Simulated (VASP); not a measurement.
Write the native input for VASP 6.6.1 that does the following.

| Item | Value |
| --- | --- |
| Task | single point |
| Functional | PBE |
| Potentials or basis | VASP PAW PBE potentials, release 64 (Be, Au) |
| Cutoff | 520 eV |
| k mesh | 6 × 6 × 6 |
| Occupations | methfessel-paxton, width 0.1 eV |
| Spin | no spin polarisation |
| Dipole correction | no |
| Further INCAR settings | ALGO = Normal; EDIFF = 1e-06; NBANDS = 26 |

The structure of BeAu3 lies in POSCAR:

```
BeAu3
1.0
    4.0117060000      0.0000000000      0.0000000000
    0.0000000000      4.0117060000      0.0000000000
    0.0000000000      0.0000000000      4.0117060000
Be Au
1 3
Direct
    0.0000000000      0.0000000000      0.0000000000
    0.0000000000      0.5000000000      0.5000000000
    0.5000000000      0.0000000000      0.5000000000
    0.5000000000      0.5000000000      0.0000000000
```

These files were run (other wordings do the same):

INCAR

```
  PREC = Accurate
  ENCUT = 520
  EDIFF = 1E-6
  ISMEAR = 1
  SIGMA = 0.1
  LREAL = F
  LASPH = T
  NELM = 60
  ALGO = Normal
  ISIF = 2
  LWAVE = F
  LCHARG = T
  GGA = PE
  LELF = T
  LVHAR = T
  NBANDS = 26
```

KPOINTS

```
Automatic mesh
0
Gamma
  6 6 6
```

Potentials or basis: VASP PAW PBE potentials, release 64 (Be, Au).

Run with:

```bash
$ cat potpaw_PBE.64/Be/POTCAR potpaw_PBE.64/Au/POTCAR > POTCAR
$ mpirun -np 1 vasp_std > vasp.out
```

Results of the run:

* Pressure: -1.5 GPa
* Band gap on the k mesh: zero (an odd number of electrons rules out a gap without spin polarisation)

Caveat: spin-orbit coupling is left out, which moves the levels of the heavy elements.

Run time: 47 s on 1 thread of Intel Xeon 8259CL, on a shared host, peak memory 0.18 GiB.
